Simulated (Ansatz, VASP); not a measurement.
Rh: VASP beside Ansatz

INCAR

```
PREC = Accurate
ENCUT = 600
EDIFF = 1E-6
ISMEAR = -1
SIGMA = 0.1
LREAL = F
LASPH = T
NELM = 100
ALGO = Normal
ISIF = 3
LWAVE = F
LCHARG = F
GGA = PS
IBRION = 2
NSW = 80
EDIFFG = -0.01
```

Contents of KPOINTS:

```
Automatic mesh
0
Gamma
  18 18 10
```

File POSCAR:

```
Rh
1.0
    2.7309790400      0.0000000000      0.0000000000
   -1.3654895200      2.3650972258      0.0000000000
    0.0000000000      0.0000000000      4.4284890000
Rh
2
Direct
    0.6666666667      0.3333333333      0.7500000000
    0.3333333333      0.6666666667      0.2500000000
```

Input for Ansatz:

```yaml
crystal:
  lattice:
    a: 2.73097904
    b: 2.73097904
    c: 4.428489
    alpha: 90.0
    beta: 90.0
    gamma: 120.0
  space_group: 194
  atoms:
    - { symbol: Rh, position: [0.6666666666666666, 0.3333333333333333, 0.75] }
basis:
  ecutwfc: 462.593566181796
kpoints:
  mp_grid:
    grid: [18, 18, 10]
hamiltonian:
  xc: pbesol
scf:
  convergence:
    dr2_threshold: 1.0e-09
  occupations:
    method: fermi_dirac
    width: 0.1
relax:
  cell: {}
```

Alike in both runs: task relaxation of cell and atoms; functional PBEsol; k mesh 18 × 18 × 10; occupations fermi-dirac, width 0.1 eV; no spin polarisation.

|  | VASP | Ansatz |
| --- | --- | --- |
| version | VASP 6.6.1 | Ansatz 0.2.0 |
| potentials or method | VASP PAW PBE potentials, release 64 (Rh_pv), cutoff 600 eV | plane waves, PAW |
| valence electrons in the cell | 30 | 34 |

```csv
,VASP,Ansatz,Ansatz less VASP
relaxed volume (Å³/atom),13.57,13.57,+0.006
relaxed length of the cell vector where the two differ most in proportion (Å),2.689,2.689,+0.0005
```

VASP's potentials were made for PBE, not for PBEsol. VASP's potentials hold 30 valence electrons a cell and Ansatz's 34, so a difference there can come from the potentials and not from the codes. Ansatz's warnings: stress scf threshold loose.
